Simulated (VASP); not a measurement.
Set up this calculation in VASP 6.6.1, as the native input.

```yaml
Task: single point
Functional: PBE
Potentials_or_basis: VASP PAW PBE potentials, release 64 (Be, Te)
Cutoff: 520 eV
k_mesh: 2 × 2 × 4
Occupations: gaussian, width 0.2 eV
Spin: no spin polarisation
Dipole_correction: no
Further_INCAR_settings: ALGO = Normal; EDIFF = 1e-06; NBANDS = 43
```

The structure of Be3Te4 lies in POSCAR:

```
Be3Te4
1.0
   10.6574080786      0.0000000000      0.0000000000
   -5.3287040393      9.2295861345      0.0000000000
    0.0000000000      0.0000000000      3.9511521052
Be Te
6 8
Direct
    0.4026594454      0.1768552905      0.7500000000
    0.7741958451      0.5973405546      0.7500000000
    0.8231447095      0.2258041549      0.7500000000
    0.2258041549      0.4026594454      0.2500000000
    0.1768552905      0.7741958451      0.2500000000
    0.5973405546      0.8231447095      0.2500000000
    0.6666666667      0.3333333333      0.7500000000
    0.9675263843      0.3145839880      0.2500000000
    0.6854160120      0.6529423962      0.2500000000
    0.3470576038      0.0324736157      0.2500000000
    0.3333333333      0.6666666667      0.2500000000
    0.3145839880      0.3470576038      0.7500000000
    0.6529423962      0.9675263843      0.7500000000
    0.0324736157      0.6854160120      0.7500000000
```

The input as run:

INCAR

```
ALGO = Normal
EDIFF = 1E-6
ENCUT = 520
GGA = PE
ISIF = 2
ISMEAR = 0
LASPH = True
LCHARG = False
LREAL = False
LWAVE = False
NBANDS = 43
NELM = 60
PREC = Accurate
SIGMA = 0.2
```

KPOINTS

```
k-points
0
Gamma
  2 2 4
```

Potentials or basis: VASP PAW PBE potentials, release 64 (Be, Te).

The run is started by

```sh
$ cat potpaw_PBE.64/Be/POTCAR potpaw_PBE.64/Te/POTCAR > POTCAR
$ mpirun -np 1 vasp_std > vasp.out
```

It gave:

| Property | Result |
| --- | --- |
| Pressure | 0.1 GPa |
| Largest force | 0.019 eV/Å |
| Band gap on the k mesh | zero (bands 30 and 31 overlap by 1.15 eV) |

Caveat: the k points lie up to 0.40 Å⁻¹ apart, too coarse for converged energies and pressures of a metal; spin-orbit coupling is left out, which moves the levels of the heavy elements.

It took 3.8 min on 1 thread of Intel Xeon 8259CL (shared host), peak memory 0.48 GiB.
